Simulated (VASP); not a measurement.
# ErInC in VASP: further runs, part 2 of 2

VASP 6.6.1. Earlier steps stand in the parts before.

**3. Single point, PBE**

This run uses another cell than the first one, of 18.59 Å³/atom.

Input file INCAR:

```
SYSTEM = ErInC
  PREC = Accurate
  ENCUT = 600
  EDIFF = 1E-6
  ISMEAR = 0
  SIGMA = 0.1
  LREAL = .FALSE.
  LASPH = .TRUE.
  NELM = 200
  ALGO = Normal
  ISIF = 2
  LWAVE = .FALSE.
  LCHARG = .FALSE.
  GGA = PE
  NBANDS = 20
  GGA_COMPAT = .FALSE.
  LMAXMIX = 6
```

Input file KPOINTS:

```
regular mesh
0
G
  12 12 12
  0 0 0
```

Input file POSCAR:

```
ErInC
1.0
    3.4905195490      0.0000000000      0.0000000000
    0.0000000000      3.4905154079      0.0000000000
    0.0000000000      0.0000000000      4.5762771020
Er In C
1 1 1
Direct
    0.0000000000      0.0000000000      0.0000000000
    0.5000000000      0.5000000000      0.5000000000
    0.5000000000      0.5000000000      0.0000000000
```

Potentials or basis: VASP PAW PBE potentials, release 64 (Er_3, In_d, C), 4f in core.

Launch:

```
> cat potpaw_PBE.64/Er_3/POTCAR potpaw_PBE.64/In_d/POTCAR potpaw_PBE.64/C/POTCAR > POTCAR
> mpirun -np 1 vasp_std > vasp.out
```

OUTCAR:

```text
SYSTEM = ErInC
   PREC = Accurate
   ENCUT = 600
   EDIFF = 1E-6
   ISMEAR = 0
   LREAL = .FALSE.
   LASPH = .TRUE.
   NELM = 200
   ISIF = 2
   GGA = PE

 ion  position               nearest neighbor table
   1  0.000  0.000  0.000-   3 2.47   3 2.47   3 2.47   3 2.47   2 3.37   2 3.37   2 3.37   2 3.37
                             2 3.37   2 3.37   2 3.37   2 3.37
   2  0.500  0.500  0.500-   3 2.29   3 2.29   1 3.37   1 3.37   1 3.37   1 3.37   1 3.37   1 3.37
                             1 3.37   1 3.37
   3  0.500  0.500  0.000-   2 2.29   2 2.29   1 2.47   1 2.47   1 2.47   1 2.47

  LATTYP: Found a simple tetragonal cell.
[... 751 lines left out ...]
  --------------------------------------------------------------------------------------
  -------------------------------------------------------------------------------------
  Total        0.2744475      0.2744469      0.1055950      0.0000000      0.0000000     -0.0000000
  in kB        7.8863850      7.8863663      3.0343234      0.0000000      0.0000000     -0.0000000
  external PRESSURE =       6.2690249 kB  Pullay stress =       0.0000000 kB

 VOLUME and BASIS-vectors are now :
 -----------------------------------------------------------------------------
  energy-cutoff  :      600.00
  volume of cell :       55.76
      direct lattice vectors                 reciprocal lattice vectors
     3.490519549  0.000000000  0.000000000     0.286490302  0.000000000  0.000000000
     0.000000000  3.490515408  0.000000000     0.000000000  0.286490642  0.000000000
     0.000000000  0.000000000  4.576277102     0.000000000  0.000000000  0.218518236

 POSITION                                       TOTAL-FORCE (eV/Angst)
 -----------------------------------------------------------------------------------
      0.00000      0.00000      0.00000         0.000000      0.000000      0.000000
      1.74526      1.74526      2.28814         0.000000      0.000000      0.000000
      1.74526      1.74526      0.00000         0.000000      0.000000      0.000000
 -----------------------------------------------------------------------------------
    total drift:                                0.000000      0.000000      0.000000

  FREE ENERGIE OF THE ION-ELECTRON SYSTEM (eV)
  ---------------------------------------------------
  free  energy   TOTEN  =       -16.2847142273 eV

  energy  without entropy=      -16.2797076518  energy(sigma->0) =      -16.28221094
```

OSZICAR:

```text
N       E                     dE             d eps       ncg     rms          rms(c)
DAV:   1     0.162724464375E+03    0.16272E+03   -0.13488E+04 10920   0.169E+03
DAV:   2    -0.549255227437E+01   -0.16822E+03   -0.16221E+03 12412   0.501E+02
DAV:   3    -0.190538904577E+02   -0.13561E+02   -0.13232E+02 12884   0.125E+02
DAV:   4    -0.195413818542E+02   -0.48749E+00   -0.48505E+00 12404   0.161E+01
DAV:   5    -0.195550382070E+02   -0.13656E-01   -0.13641E-01 12056   0.267E+00    0.284E+01
DAV:   6    -0.164081903139E+02    0.31468E+01   -0.21418E+01 12644   0.388E+01    0.199E+01
DAV:   7    -0.163079837660E+02    0.10021E+00   -0.12976E+00 12128   0.682E+00    0.116E+01
DAV:   8    -0.162965724468E+02    0.11411E-01   -0.30048E-01 11820   0.303E+00    0.161E+00
DAV:   9    -0.162849762236E+02    0.11596E-01   -0.51055E-02 12832   0.142E+00    0.165E-01
DAV:  10    -0.162847049309E+02    0.27129E-03   -0.62028E-03 12260   0.578E-01    0.326E-01
DAV:  11    -0.162847199450E+02   -0.15014E-04   -0.44031E-04 12500   0.221E-01    0.718E-02
DAV:  12    -0.162847172302E+02    0.27148E-05   -0.14813E-04 12804   0.742E-02    0.143E-02
DAV:  13    -0.162847142477E+02    0.29825E-05   -0.17526E-05 11872   0.303E-02    0.124E-02
DAV:  14    -0.162847142273E+02    0.20444E-07   -0.12075E-06  6740   0.847E-03
   1 F= -.16284714E+02 E0= -.16282211E+02  d E =-.500658E-02
```

stdout:

```text
POSCAR found type information on POSCAR ErInC
 POSCAR found :  3 types and       3 ions
 scaLAPACK will be used
 LDA part: xc-table for (Slater+PW92), standard interpolation
 POSCAR, INCAR and KPOINTS ok, starting setup
 FFT: planning ... GRIDC
 FFT: planning ... GRID_SOFT
 FFT: planning ... GRID
 WAVECAR not read
 entering main loop
```

It took 3.3 min on 1 thread of Intel Xeon Platinum 8488C (Sapphire Rapids), shared host; peak memory 0.42 GiB.

Results:

```yaml
Free_energy: -16.2847 eV
Pressure: 0.6 GPa
Band_gap_on_the_k_mesh: zero (bands 13 and 14 overlap by 2.90 eV)
```

Stress tensor (GPa, compression positive):
```
0.79 0.00 0.00
0.00 0.79 0.00
0.00 0.00 0.30
```

Levels at points of the mesh, in eV from the Fermi level:
```csv
k point,band 9,band 10,band 11,band 12,band 13,band 14,band 15,band 16,band 17,band 18
"(0.00, 0.00, 0.00)",-10.93,-4.65,-3.40,0.11,0.11,0.61,4.40,4.40,5.33,5.55
"(0.50, 0.00, 0.00)",-9.07,-4.88,-3.72,-2.05,-1.92,-1.34,4.74,4.81,6.08,6.10
"(0.50, 0.50, 0.00)",-9.58,-2.39,-2.17,-2.17,0.39,0.74,1.81,1.81,2.16,2.16
"(0.00, 0.00, 0.50)",-10.57,-7.46,0.62,0.62,0.71,1.63,2.23,2.44,2.44,5.31
"(0.50, 0.00, 0.50)",-8.94,-6.41,-3.57,-2.04,-1.70,3.43,3.70,4.40,5.33,5.81
"(0.50, 0.50, 0.50)",-9.83,-4.32,-1.85,-1.85,-0.71,-0.71,3.69,3.92,5.59,6.88
```

Caveat: spin-orbit coupling is left out, which moves the levels of the heavy elements; the 4f electrons are frozen in the core, so they carry no moment and show no levels.

**4. Relaxation of cell and atoms, PBE**

Input file INCAR:

```
PREC = Accurate ; ENCUT = 600
EDIFF = 1E-7 ; ISMEAR = 0
SIGMA = 0.1 ; LREAL = F
LASPH = T ; NELM = 200
ALGO = Normal ; ISIF = 3
LWAVE = F ; LCHARG = F
GGA = PE ; IBRION = 2
NSW = 100 ; EDIFFG = -0.01
GGA_COMPAT = F ; NELMIN = 4
LMAXMIX = 6
```

Input file KPOINTS:

```
Automatic mesh
0
Gamma
  12 12 12
```

Input file POSCAR:

```
ErInC
1.0
    3.8081151200      0.0000000000      0.0000000000
    0.0000000000      3.8447140300      0.0000000000
    0.0000000000      0.0000000000      3.9632022000
Er In C
1 1 1
Direct
    0.0000000000      0.0000000000      0.0000000000
    0.5000000000      0.5000000000      0.5000000000
    0.5000000000      0.5000000000      0.0000000000
```

Launch:

```
> cat potpaw_PBE.64/Er_3/POTCAR potpaw_PBE.64/In_d/POTCAR potpaw_PBE.64/C/POTCAR > POTCAR
> mpirun -np 1 vasp_std > vasp.out
```

Wall time 40 min (1 thread of Intel Xeon Platinum 8488C (Sapphire Rapids), shared host); peak memory 0.61 GiB.

It converged, with:

| Quantity | Value |
| --- | --- |
| Free energy | -16.2859 eV |
| Relaxed volume | 18.70 Å³/atom |
| Relaxed cell | a = 3.502 Å, b = 3.502 Å, c = 4.576 Å, α = 90.00°, β = 90.00°, γ = 90.00° |
| Space group after relaxing (to 0.1 Å) | P4/mmm (No. 123) |
| Energy gained by relaxing | 327.9 meV/atom |
| Ionic steps | 9 |
| Pressure after relaxing | -0.1 GPa |
| Band gap on the k mesh | zero (bands 13 and 14 overlap by 2.87 eV) |

The path:
| step | energy change (eV) | largest force (eV/Å) | pressure (GPa) | volume (Å³) |
| --- | --- | --- | --- | --- |
| 1 | 0.0000 | 0.0000 | 1.80 | 58.03 |
| 2 | -0.9351 | 0.0000 | -4.43 | 58.95 |
| 3 | -0.9472 | 0.0000 | -3.92 | 58.94 |
| 4 | -0.9644 | 0.0000 | 2.63 | 54.92 |
| 5 | -0.9796 | 0.0000 | -0.27 | 56.48 |
| 6 | -0.9828 | 0.0000 | -0.11 | 56.26 |
| 7 | -0.9837 | 0.0000 | 0.06 | 56.05 |
| 8 | -0.9837 | 0.0000 | 0.07 | 56.05 |
| 9 | -0.9837 | 0.0000 | -0.06 | 56.11 |

Final structure:
```xyz
3
Lattice="3.5021 0.0000 0.0000 0.0000 3.5019 0.0000 0.0000 0.0000 4.5756" Properties=species:S:1:pos:R:3 pbc="T T T"
Er    0.0000    0.0000    0.0000
In    1.7510    1.7509    2.2878
C     1.7510    1.7509    0.0000
```

Levels at points of the mesh, in eV from the Fermi level:
```csv
k point,band 10,band 11,band 12,band 13,band 14,band 15,band 16,band 17
"(0.00, 0.00, 0.00)",-4.62,-3.39,0.09,0.09,0.62,4.37,4.37,5.41
"(0.50, 0.00, 0.00)",-4.87,-3.69,-2.04,-1.92,-1.31,4.70,4.77,6.04
"(0.00, 0.50, 0.00)",-4.87,-3.69,-2.04,-1.92,-1.31,4.70,4.77,6.04
"(0.50, 0.50, 0.00)",-2.39,-2.19,-2.19,0.37,0.72,1.81,1.81,2.16
"(0.00, 0.00, 0.50)",-7.44,0.60,0.60,0.71,1.65,2.24,2.41,2.41
"(0.50, 0.00, 0.50)",-6.40,-3.55,-2.03,-1.69,3.42,3.70,4.35,5.29
"(0.00, 0.50, 0.50)",-6.40,-3.55,-2.03,-1.69,3.42,3.70,4.35,5.29
"(0.50, 0.50, 0.50)",-4.34,-1.84,-1.84,-0.74,-0.74,3.66,3.90,5.57
```

Caveat: a cell axis changed by over 15 % at a fixed basis, so the end point is rough; spin-orbit coupling is left out, which moves the levels of the heavy elements; the 4f electrons are frozen in the core, so they carry no moment and show no levels. Spin polarisation is off, so any magnetic state and its effect on volume and gap are missing.

**5. Overview**

```csv
task,cell,k mesh,gap on the mesh (eV),pressure (GPa)
single point,"a = 3.808, b = 3.845, c = 3.963 Å, 3 atoms",4 × 4 × 4,none,2.2
single point,"a = 3.491, b = 3.491, c = 4.576 Å, 3 atoms",12 × 12 × 12,none,0.6
relaxation of cell and atoms,"relaxed from a = 3.808, b = 3.845, c = 3.963 Å, 3 atoms",12 × 12 × 12,none,-0.1
```

Alike in all rows: level PBE; potentials or basis VASP PAW PBE potentials, release 64 (Er_3, In_d, C), 4f in core; no spin polarisation; cutoff (eV) 600; smearing gaussian 0.1 eV.

Caveats: some runs use coarse meshes; spin-orbit coupling is left out, which moves the levels of the heavy elements; the 4f electrons are frozen in the core, so they carry no moment and show no levels; a cell axis changed by over 15 % at a fixed basis, so the end point is rough (at least some runs).

Total energies depend on the potentials used, so only differences within one code and one set of settings carry meaning.
